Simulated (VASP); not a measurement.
Crystal: SiC.

```
Si C
1.0
     3.01291    0.00000    0.00000
    -1.50645    2.60925    0.00000
     0.00000    0.00000    9.86507
Si C
4 4
Direct
  0.00000 0.00000 0.18789
  0.00000 0.00000 0.68789
  0.33333 0.66667 0.43784
  0.66667 0.33333 0.93784
  0.00000 0.00000 0.00046
  0.00000 0.00000 0.50046
  0.33333 0.66667 0.24980
  0.66667 0.33333 0.74980
```

Base run:

* Program: VASP 6.6.1
* Functional: SVWN5
* Potentials or basis: VASP PAW PBE potentials, release 64 (Si, C)
* Cutoff: 520 eV
* k mesh: 10 × 10 × 3
* Occupations: fermi-dirac, width 0.05 eV
* Spin: no spin polarisation

Its results: band gap on the k mesh 2.19 eV, indirect (least direct gap 3.34 eV); pressure 12.6 GPa; largest force 0.018 eV/Å.

Q: The run is repeated on the same cell with these changes: functional from SVWN5 to PBE. What comes out?

A: Band gap on the k mesh 2.23 eV, indirect (least direct gap 3.37 eV); pressure 19.7 GPa; largest force 0.027 eV/Å.

PBE binds less tightly than SVWN5, so the same cell stands under more pressure.

Caveats: the PAW data sets were made with another functional, which shifts forces and pressure a little (some runs).

A k mesh can miss the band edges.
